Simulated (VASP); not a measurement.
Ti, 1 atom in the cell. It takes space group R-3m (No. 166, trigonal). The conventional cell has a = 2.842 Å, b = 2.842 Å, c = 7.173 Å, α = 90.00°, β = 90.00°, γ = 120.00°. Within 3.7 Å of Ti (site symmetry -3m) lie 12 Ti at 2.84 to 2.90 Å.  This cell differs from its parent crystal: equal xy, yz and zx shear strains of +2 %.

```yaml
Program: VASP 6.6.1
Task: single point
Functional: PBE
Potentials_or_basis: VASP PAW PBE potentials, release 64 (Ti_sv)
Cutoff: 520 eV
k_mesh: 15 × 15 × 15
Occupations: fermi-dirac, width 0.05 eV
Spin: no spin polarisation
Dipole_correction: no
Further_INCAR_settings: ALGO = Normal; EDIFF = 1e-06; NBANDS = 12
```

Potentials or basis: VASP PAW PBE potentials, release 64 (Ti_sv).

Run with:

```bash
$ cat potpaw_PBE.64/Ti_sv/POTCAR > POTCAR
$ mpirun -np 1 vasp_std > vasp.out
```

Hardware: 1 thread of Intel Xeon 8259CL (shared host).

Problem. How long does it take, and how much memory?

Solution. Run time: 72 s on 1 thread of Intel Xeon 8259CL, on a shared host, peak memory 0.19 GiB. Counts: scf iterations 12, k points 344.
